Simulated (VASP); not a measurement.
Wanted: the native input for a VASP 6.6.1 run.

```
Task                   : single point
Functional             : PBE
Potentials or basis    : VASP PAW PBE potentials, release 64 (Ta_pv, N)
Cutoff                 : 520 eV
k mesh                 : 14 × 14 × 14
Occupations            : fermi-dirac, width 0.05 eV
Spin                   : no spin polarisation
Dipole correction      : no
Further INCAR settings : ALGO = Normal; EDIFF = 1e-06; NBANDS = 15
```

The structure of TaN (CsCl type) lies in POSCAR:

```
TaN
1.0
    2.7498342164      0.0000000000      0.0000000000
    0.0000000000      2.7498342164      0.0000000000
    0.0000000000      0.0000000000      2.7498342164
Ta N
1 1
Direct
    0.0000000000      0.0000000000      0.0000000000
    0.5000000000      0.5000000000      0.5000000000
```

One way to write it, as run:

INCAR

```
PREC = Accurate
ENCUT = 520
EDIFF = 1E-6
ISMEAR = -1
SIGMA = 0.05
LREAL = False
LASPH = True
NELM = 80
ALGO = Normal
ISIF = 2
LWAVE = False
LCHARG = True
GGA = PE
LELF = True
LVHAR = True
NBANDS = 15
```

KPOINTS

```
Automatic mesh
0
Gamma
  14 14 14
```

Potentials or basis: VASP PAW PBE potentials, release 64 (Ta_pv, N).

Run with:

```sh
$ cat potpaw_PBE.64/Ta_pv/POTCAR potpaw_PBE.64/N/POTCAR > POTCAR
$ mpirun -np 1 vasp_std > vasp.out
```

It gave:

- Pressure: 0.7 GPa
- Band gap on the k mesh: zero (band 8 reaches 15.34 eV, above the bottom of band 9 at 6.59 eV)

Caveat: spin-orbit coupling is left out, which moves the levels of the heavy elements.

Wall time 16 s on 1 thread of Intel(R) Xeon(R) Platinum 8559C (Emerald Rapids), with other jobs on the host, peak memory 0.15 GiB.
